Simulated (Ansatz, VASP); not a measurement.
# Ir in VASP and in Ansatz

```xyz
1
Lattice="-1.5550 1.5550 1.5550 1.5550 -1.5550 1.5550 1.5550 1.5550 -1.5550" Properties=species:S:1:pos:R:3 pbc="T T T"
Ir    0.0000    0.0000    0.0000
```

Alike in both runs: functional PBE; k mesh 19 × 19 × 19; occupations fermi-dirac, width 0.05 eV; no spin polarisation.

Ansatz relaxed the structure, and its values are those at the end. VASP's run is a single point on that final structure, the one shown.

```csv
,VASP,Ansatz
version,VASP 6.6.1,Ansatz 0.2.0
potentials or method,"VASP PAW PBE potentials, release 64 (Ir), cutoff 520 eV","all-electron LAPW, scalar-relativistic"
```

VASP gave:

* pressure (GPa): 0.5

Which values does Ansatz return?

Pressure (GPa): 0.0.

Ansatz ran all-electron here, and VASP with PAW potentials.

Spin-orbit coupling is off throughout.
